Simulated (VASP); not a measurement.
Set up this calculation in VASP 6.6.1, as the native input.

```yaml
Task: single point
Functional: PBE
Dispersion: D3(BJ)
Potentials_or_basis: VASP PAW PBE potentials, release 64 (Mg, H)
Cutoff: 520 eV
k_mesh: 2 × 2 × 2
Occupations: fermi-dirac, width 0.1 eV
Spin: no spin polarisation
Dipole_correction: no
Further_INCAR_settings: ALGO = Normal; EDIFF = 1e-06; NBANDS = 24
```

The structure of Mg12H (a cell with a defect) lies in POSCAR:

```
Mg12H
1.0
    6.4200000000      0.0000000000      0.0000000000
   -4.8150000000      8.3398250000      0.0000000000
    0.0000000000      0.0000000000      5.2130400000
Mg H
12 1
Direct
    0.0141800247      0.0067987038      0.0280258736
    0.1971881266      0.2271750307      0.5289428050
    0.0431006586      0.3429088740     -0.0201801636
    0.1621796556      0.5789809738      0.4932438654
   -0.0081054527      0.6697742459     -0.0289658242
    0.1830929841      0.9001987452      0.4783389347
    0.5081771164     -0.0234897015      0.0137156055
    0.6638095107      0.1909152770      0.5064799042
    0.4757870002      0.3224408186      0.0023594678
    0.6425605623      0.5550236366      0.4862230100
    0.4709881333      0.6633112805      0.0051217716
    0.6481374764      0.9004865210      0.5074582202
    0.3172207216      0.7674261750      0.2160543560
```

These files were run (other wordings do the same):

INCAR

```
SYSTEM = Mg12H
PREC = Accurate
ENCUT = 520
EDIFF = 1E-6
ISMEAR = -1
SIGMA = 0.1
LREAL = .False.
LASPH = .True.
NELM = 100
ALGO = Normal
ISIF = 2
LWAVE = .False.
LCHARG = .False.
GGA = PE
IVDW = 12
NBANDS = 24
```

KPOINTS

```
Automatic mesh
0
Gamma
  2 2 2
  0 0 0
```

Potentials or basis: VASP PAW PBE potentials, release 64 (Mg, H).

Command:

```console
$ cat potpaw_PBE.64/Mg/POTCAR potpaw_PBE.64/H/POTCAR > POTCAR
$ mpirun -np 1 vasp_std > vasp.out
```

Results of the run:

* Pressure: -0.8 GPa
* Largest force: 1.208 eV/Å
* Dispersion energy per atom: -0.267 eV

Caveat: the k points lie up to 0.60 Å⁻¹ apart.

Wall time 79 s on 1 thread of Intel(R) Xeon(R) Platinum 8375C CPU @ 2.90GHz (Ice Lake) (shared host), peak memory 0.37 GiB.
